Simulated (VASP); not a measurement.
The system is HfO2.

```xyz
3
Lattice="0.0000 2.5575 2.5575 2.5575 0.0000 2.5575 2.5575 2.5575 0.0000" Properties=species:S:1:pos:R:3 pbc="T T T"
Hf    0.0000    0.0000    0.0000
O     1.2788    1.2788    1.2788
O     3.8363    3.8363    3.8363
```

```yaml
Program: VASP 6.6.1
Task: relaxation of cell and atoms
Functional: PBEsol
Potentials_or_basis: VASP PAW PBE potentials, release 64 (Hf_pv, O)
Cutoff: 600 eV
k_mesh: 8 × 8 × 8
Occupations: gaussian, width 0.01 eV
Spin: no spin polarisation
```

At the start: pressure -13.7 GPa; volume 11.15 Å³/atom.

Problem. Where does the relaxation end?

Solution. Over 3 steps the energy falls by 28.0 meV/atom and the volume is 10.55 Å³/atom (-5.4 %); space group Fm-3m (No. 225, to 0.05 Å).

The path:
```csv
step,energy change (eV),largest force (eV/Å),pressure (GPa),volume (Å³)
1,0.0000,0.0000,-13.75,33.46
2,0.1213,0.0000,27.65,29.03
3,-0.0839,0.0000,-0.36,31.64
```

Final structure:
```
CELL_PARAMETERS angstrom
0.00000 2.51031 2.51031
2.51031 0.00000 2.51031
2.51031 2.51031 0.00000
ATOMIC_POSITIONS crystal
Hf 0.00000 0.00000 0.00000
O 0.25000 0.25000 0.25000
O 0.75000 0.75000 0.75000
```

Caveat: the PAW data sets were made with another functional, which shifts forces and pressure a little.
